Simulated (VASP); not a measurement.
A run of VASP 6.6.1 is set up as follows.

Contents of INCAR:

```
SYSTEM = Be2B3
PREC = Accurate ; ENCUT = 600
EDIFF = 1E-7 ; ISMEAR = 0
SIGMA = 0.1 ; LREAL = .FALSE.
LASPH = .TRUE. ; NELM = 100
ALGO = Normal ; ISIF = 3
LWAVE = .FALSE. ; LCHARG = .FALSE.
GGA = PE ; IBRION = 2
NSW = 100 ; EDIFFG = -0.01
```

The input KPOINTS:

```
Automatic mesh
0
G
  12 12 8
  0 0 0
```

File POSCAR:

```
Be2B3
1.0
    3.0969634128      0.0000000000      0.0000000000
   -1.5484817064      2.6820489900      0.0000000000
    0.0000000000      0.0000000000      4.8353495966
Be B
2 3
Direct
    0.3333333333      0.6666666667      0.1296371503
    0.6666666667      0.3333333333      0.8703628497
    0.0000000000      0.0000000000      0.0000000000
    0.3333333333      0.6666666667      0.5284102519
    0.6666666667      0.3333333333      0.4715897481
```

Potentials or basis: VASP PAW PBE potentials, release 64 (Be, B).

Command:

```sh
$ cat potpaw_PBE.64/Be/POTCAR potpaw_PBE.64/B/POTCAR > POTCAR
$ mpirun -np 1 vasp_std > vasp.out
```

(1) Estimate the relaxed cell.

(2) Predict the relaxed volume.

## Answers

(1) a = 3.109 Å, b = 3.109 Å, c = 4.808 Å, α = 90.00°, β = 90.00°, γ = 120.00°.

(2) 8.05 Å³/atom.
